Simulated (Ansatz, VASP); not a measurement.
One calculation of CO, two programs

File POSCAR:

```
CO
1.0
    5.6300000000      0.0000000000      0.0000000000
    0.0000000000      5.6300000000      0.0000000000
    0.0000000000      0.0000000000      5.6300000000
C O
4 4
Direct
    0.9580000000      0.9580000000      0.9580000000
    0.5420000000      0.0420000000      0.4580000000
    0.4580000000      0.5420000000      0.0420000000
    0.0420000000      0.4580000000      0.5420000000
    0.0670000000      0.0670000000      0.0670000000
    0.4330000000      0.9330000000      0.5670000000
    0.5670000000      0.4330000000      0.9330000000
    0.9330000000      0.5670000000      0.4330000000
```

INCAR.step1

```
SYSTEM = CO
PREC = Accurate
ENCUT = 910
ISMEAR = -1
SIGMA = 0.1
LREAL = .FALSE.
LASPH = .TRUE.
NELM = 120
NBANDS = 30
GGA = PE
ALGO = Normal
EDIFF = 1E-5
LWAVE = .TRUE.
LCHARG = .FALSE.
GGA_COMPAT = .FALSE.
```

Contents of INCAR.step2:

```
SYSTEM = CO
PREC = Accurate
ENCUT = 910
EDIFF = 1E-6
ISMEAR = -1
SIGMA = 0.1
LREAL = .FALSE.
LASPH = .TRUE.
NELM = 120
ALGO = Normal
ISIF = 2
LWAVE = .FALSE.
LCHARG = .FALSE.
METAGGA = R2SCAN
LMIXTAU = .TRUE.
NBANDS = 30
ISTART = 1
GGA_COMPAT = .FALSE.
```

KPOINTS

```
regular mesh
0
G
  5 5 5
  0 0 0
```

Input for Ansatz:

```yaml
crystal:
  lattice:
    - [5.63, 0.0, 0.0]
    - [0.0, 5.63, 0.0]
    - [0.0, 0.0, 5.63]
  atoms:
    - { symbol: C, position: [0.958, 0.958, 0.958] }
    - { symbol: C, position: [0.542, 0.042, 0.458] }
    - { symbol: C, position: [0.458, 0.542, 0.042] }
    - { symbol: C, position: [0.042, 0.458, 0.542] }
    - { symbol: O, position: [0.067, 0.067, 0.067] }
    - { symbol: O, position: [0.433, 0.933, 0.567] }
    - { symbol: O, position: [0.567, 0.433, 0.933] }
    - { symbol: O, position: [0.933, 0.567, 0.433] }
  symmetry: { tolerance: 0.0003 }
kpoints:
  mp_grid: { grid: [5, 5, 5], shift: [0, 0, 0] }
  band_path:
    path:
      - [0.0, 0.0, 0.0]
      - [0.0, 0.5, 0.0]
      - [0.5, 0.5, 0.0]
      - [0.0, 0.0, 0.0]
      - [0.5, 0.5, 0.5]
      - [0.0, 0.5, 0.0]
      - [0.5, 0.5, 0.5]
      - [0.5, 0.5, 0.0]
      - [0.5, 0.0, 0.0]
    npoints: 7
magnetization:
  spin_polarized: false
scf:
  occupations: { method: fermi_dirac }
  lower_state_search: "off"
  max_iter: 200
hamiltonian:
  pseudopotentials: { kind: paw }
  xc: r2scan
basis:
  ecutwfc: 500
  fft_grid_basis: typed
output:
  forces: true
  stress: true
  eigenvalues: true
  bader: true
  populations: true
  elf: true
  write_potential: true
  volumetric_format: npy
  dos:
    e_range: [-12, 8]
    de: 0.05
    projected: { site_lists: { C: [C], O: [O] } }
checkpoint:
  read: saved_state
```

Alike in both runs: task single point; functional r2SCAN; k mesh 5 × 5 × 5; no spin polarisation.

|  | VASP | Ansatz |
| --- | --- | --- |
| version | VASP 6.6.1 | Ansatz 0.2.0 |
| potentials or method | VASP PAW PBE potentials, release 64 (C_h, O_h), cutoff 910 eV | PAW plane waves |
| occupations | fermi-dirac, width 0.1 eV | fermi-dirac |
| valence electrons in the cell | 40 | 40 |

```csv
,VASP,Ansatz,Ansatz less VASP
gap on the k mesh at the Fermi level (eV),7.13,7.11,-0.019
rms of the force components (eV/Å),5.532,5.572,+0.0399
```

VASP's potentials were made for PBE, not for r2SCAN. Atom by atom the forces differ by 0.040 eV/Å (rms over components).

Noted on VASP's run: the cutoff is under 1.25 times that of the potentials, so the pressure is a little rough.
